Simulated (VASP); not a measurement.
**HfSi3O2: single point with PBE**

Crystal: HfSi3O2.

```
CELL_PARAMETERS angstrom
-2.65500 2.60700 -0.00107
-2.65500 -2.60700 -0.00107
-1.32860 0.00000 12.35708
ATOMIC_POSITIONS crystal
Hf 0.20391 0.20391 0.68406
Hf 0.79609 0.79609 0.31594
Si 0.74950 0.25050 0.50000
Si 0.25050 0.74950 0.50000
Si 0.14835 0.64963 0.90389
Si 0.64963 0.14835 0.90389
Si 0.85165 0.35037 0.09611
Si 0.35037 0.85165 0.09611
O 0.18458 0.68467 0.76123
O 0.68467 0.18458 0.76123
O 0.81542 0.31533 0.23877
O 0.31533 0.81542 0.23877
```

```json
{"Program": "VASP 6.6.1", "Task": "single point", "Functional": "PBE", "Potentials or basis": "VASP PAW PBE potentials, release 64 (Hf_pv, Si, O)", "Cutoff": "520 eV", "k mesh": "6 × 6 × 2", "Occupations": "gaussian, width 0.2 eV", "Spin": "no spin polarisation"}
```

* Pressure: -0.6 GPa
* Largest force: 0.231 eV/Å
* Band gap on the k mesh: zero (band 34 reaches 7.71 eV, above the bottom of band 35 at 5.20 eV)

Forces on the atoms (eV/Å):
```
Hf   0.014  0.000  0.214
Hf  -0.014  0.000 -0.214
Si   0.000  0.014  0.000
Si   0.000 -0.014  0.000
Si  -0.001 -0.014  0.095
Si  -0.001  0.014  0.095
Si   0.001  0.014 -0.095
Si   0.001 -0.014 -0.095
O   -0.002  0.005 -0.231
O   -0.002 -0.005 -0.231
O    0.002 -0.005  0.231
O    0.002  0.005  0.231
```

Stress tensor (GPa, compression positive):
```
-0.48  0.00 -0.02
 0.00 -0.40  0.00
-0.02  0.00 -0.90
```

Levels at points of the mesh, in eV from the Fermi level:
```csv
k point,band 31,band 32,band 33,band 34,band 35,band 36,band 37,band 38
"(0.00, 0.00, 0.00)",-1.86,-1.21,-1.19,-0.02,0.73,1.22,1.66,1.71
"(0.50, 0.00, 0.00)",-0.15,-0.13,0.09,0.28,0.40,0.40,1.30,1.34
"(0.50, 0.50, 0.00)",-2.51,-2.49,-2.35,-2.19,-1.92,-1.36,0.79,0.96
"(0.00, 0.00, 0.50)",-1.86,-1.21,-1.19,0.25,1.01,1.22,1.66,1.70
"(0.50, 0.00, 0.50)",-0.16,-0.10,0.16,0.23,0.27,0.52,1.30,1.32
"(0.50, 0.50, 0.50)",-2.51,-2.50,-2.34,-1.92,-1.91,-1.62,0.92,1.06
```

Wall time 2.6 min on 1 thread of Intel(R) Xeon(R) 6975P-C (Granite Rapids), on a shared host, peak memory 0.36 GiB.

Caveat: spin-orbit coupling is left out, which moves the levels of the heavy elements.
